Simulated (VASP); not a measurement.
Set up this calculation in VASP 6.6.1, as the native input.

```yaml
Task: relaxation of shape and atoms at fixed volume
Functional: PBEsol
Potentials_or_basis: VASP PAW PBE potentials, release 64 (Ti_sv, Se)
Cutoff: 600 eV
k_mesh: 12 × 12 × 8
Occupations: gaussian, width 0.1 eV
Spin: no spin polarisation
Dipole_correction: no
Further_INCAR_settings: ALGO = Normal; EDIFF = 1e-06; IBRION = 2; EDIFFG = -0.01; NSW = 50; ISIF = 4
```

The structure of TiSe lies in POSCAR:

```
TiSe
1.0
    3.1921943548      0.0000000000      0.0000000000
   -1.5960971774      2.7645214050      0.0000000000
    0.0000000000      0.0000000000      6.5765935909
Ti Se
2 2
Direct
    0.0000000000      0.0000000000      0.0000000000
    0.0000000000      0.0000000000      0.5000000000
    0.3333333333      0.6666666667      0.2500000000
    0.6666666667      0.3333333333      0.7500000000
```

The input as run:

INCAR

```
SYSTEM = TiSe
  PREC = Accurate
  ENCUT = 600
  EDIFF = 1E-6
  ISMEAR = 0
  SIGMA = 0.1
  LREAL = .FALSE.
  LASPH = .TRUE.
  NELM = 60
  ALGO = Normal
  ISIF = 4
  LWAVE = .FALSE.
  LCHARG = .FALSE.
  GGA = PS
  IBRION = 2
  NSW = 50
  EDIFFG = -0.01
```

KPOINTS

```
Automatic mesh
0
G
  12 12 8
  0 0 0
```

Potentials or basis: VASP PAW PBE potentials, release 64 (Ti_sv, Se).

Command:

```sh
$ cat potpaw_PBE.64/Ti_sv/POTCAR potpaw_PBE.64/Se/POTCAR > POTCAR
$ mpirun -np 1 vasp_std > vasp.out
```

Results of the run:

- Energy gained by relaxing: 0.4 meV/atom
- Ionic steps: 3
- Pressure after relaxing: 21.3 GPa
- Band gap on the k mesh: zero (bands 18 and 19 overlap by 0.54 eV)

Caveat: the PAW data sets were made with another functional, which shifts forces and pressure a little.

Run time: 3 min on 1 thread of Intel(R) Xeon(R) Platinum 8488C (Sapphire Rapids) (shared host), peak memory 0.29 GiB.
